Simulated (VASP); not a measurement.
Here is a VASP 6.6.1 calculation.

The input INCAR:

```
SYSTEM = Au
PREC = Accurate ; ENCUT = 500
EDIFF = 1E-6 ; ISMEAR = 0
SIGMA = 0.1 ; LREAL = .FALSE.
LASPH = .TRUE. ; NELM = 120
ALGO = Normal ; ISIF = 2
LWAVE = .FALSE. ; LCHARG = .FALSE.
GGA = CA ; NBANDS = 18
GGA_COMPAT = .FALSE.
```

File KPOINTS:

```
Automatic mesh
0
G
  6 6 4
  0 0 0
```

File POSCAR:

```
Au
1.0
    1.4113099650     -2.5559330250      0.0000000000
    1.4113099650      2.5559330250      0.0000000000
    0.0000000000      0.0000000000      4.8931696100
Au
2
Direct
    0.6653279700      0.3346720300      0.2500000000
    0.3346720300      0.6653279700      0.7500000000
```

Potentials or basis: VASP PAW LDA potentials, release 64 (Au).

Run with:

```sh
$ cat potpaw_LDA.64/Au/POTCAR > POTCAR
$ mpirun -np 1 vasp_std > vasp.out
```

**Question.** Estimate the band gap on the k mesh.

**Answer.** Zero (bands 11 and 12 overlap by 6.49 eV).

**Question.** Estimate the largest force.

**Answer.** 0.019 eV/Å.

**Question.** What does it give for the pressure?

**Answer.** -9.0 GPa.

Stress tensor (GPa, compression positive):
```
 -8.57   0.00   0.00
  0.00  -5.22   0.00
  0.00   0.00 -13.35
```

Caveat: the k points lie up to 0.42 Å⁻¹ apart, too coarse for converged energies and pressures of a metal; spin-orbit coupling is left out, which moves the levels of the heavy elements.
